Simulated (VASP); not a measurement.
Set up this calculation in VASP 6.6.1, as the native input.

| Item | Value |
| --- | --- |
| Task | relaxation of cell and atoms |
| Functional | PBE |
| Potentials or basis | VASP PAW PBE potentials, release 64 (Cu, N) |
| Cutoff | 600 eV |
| k mesh | 10 × 10 × 10 |
| Occupations | gaussian, width 0.01 eV |
| Spin | no spin polarisation |
| Target pressure | 3 GPa |
| Dipole correction | no |
| Further INCAR settings | ALGO = Normal; EDIFF = 1e-07; IBRION = 2; EDIFFG = -0.008; NSW = 70; ISIF = 3 |

The structure of Cu3N lies in POSCAR:

```
Cu3N
1.0
    3.7913850411      0.0000000000      0.0000000000
    0.0000000000      3.7913850411      0.0000000000
    0.0000000000      0.0000000000      3.7913850411
Cu N
3 1
Direct
    0.5000000000      0.0000000000      0.0000000000
    0.0000000000      0.5000000000      0.0000000000
    0.0000000000      0.0000000000      0.5000000000
    0.0000000000      0.0000000000      0.0000000000
```

The input as run:

INCAR

```
ALGO = Normal ; EDIFF = 1E-7
EDIFFG = -0.008 ; ENCUT = 600
GGA = PE ; GGA_COMPAT = False
IBRION = 2 ; ISIF = 3
ISMEAR = 0 ; LASPH = True
LCHARG = False ; LREAL = False
LWAVE = False ; NELM = 120
NELMIN = 4 ; NSW = 70
PREC = Accurate ; PSTRESS = 30.0
SIGMA = 0.01
```

KPOINTS

```
k-points
0
Gamma
  10 10 10
```

Potentials or basis: VASP PAW PBE potentials, release 64 (Cu, N).

Run with:

```bash
$ cat potpaw_PBE.64/Cu/POTCAR potpaw_PBE.64/N/POTCAR > POTCAR
$ mpirun -np 1 vasp_std > vasp.out
```

Results of the run:

The relaxed volume is 13.74 Å³/atom and the relaxed cell is a = 3.802 Å, b = 3.802 Å, c = 3.802 Å, α = 90.00°, β = 90.00°, γ = 90.00°. The space group after relaxing (to 0.1 Å) is Pm-3m (No. 221) and the energy change on relaxing (the run minimises the enthalpy) is -2.5 meV/atom. The ionic steps are 3, the pressure after relaxing is 3.0 GPa and the band gap on the k mesh is 0.18 eV (least direct gap 0.72 eV).

Caveat: the cell is relaxed towards a set pressure, so the run minimises the enthalpy, not the energy; semilocal functionals underestimate gaps, and a narrow one can read as zero.

Wall time 3 min on 1 thread of Intel(R) Xeon(R) Platinum 8259CL CPU @ 2.50GHz (Skylake/Cascade Lake), with other jobs on the host, peak memory 0.22 GiB.
